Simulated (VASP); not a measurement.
Runs of VASP 6.6.1 on Mn. The structure is that of space group P6_3/mmc (No. 194), or close to it. The cells are those of the table. 

```csv
spin,cell,k mesh,gap on the mesh (eV),pressure (GPa),moment (μB),largest force (eV/Å)
off,"a = 3.667, b = 3.667, c = 4.291 Å, angles 90.0, 90.0, 120.0°, 4 atoms",15 × 15 × 12,none,1.2,-,-
"collinear, ferromagnetic start","a = 2.818, b = 2.818, c = 9.015 Å, angles 90.0, 90.0, 120.0°, 4 atoms",9 × 9 × 2,none,0.2,15.35,-
collinear,"a = 3.657, b = 3.657, c = 4.345 Å, angles 90.0, 90.0, 120.0°, 4 atoms",9 × 9 × 2,none,1.2,0.00,-
off,"a = 2.486, b = 2.486, c = 8.207 Å, angles 90.0, 90.0, 120.0°, 4 atoms",21 × 21 × 6,none,3.3,-,(b)
off,"a = 2.481, b = 2.481, c = 8.186 Å, angles 90.0, 90.0, 120.0°, 4 atoms",6 × 6 × 4,none,(a),-,0.69
```

Alike in all rows: task single point; level r2SCAN; potentials or basis VASP PAW PBE potentials, release 64 (Mn_pv); cutoff (eV) 520; smearing gaussian 0.1 eV.

Q: Estimate the missing entries.

A: (a) 3.0; (b) 0.83.

Caveats: some runs use coarse meshes; the PAW data sets were made with another functional, which shifts forces and pressure a little.

A gap of «none» marks levels without a gap at the run's occupations.
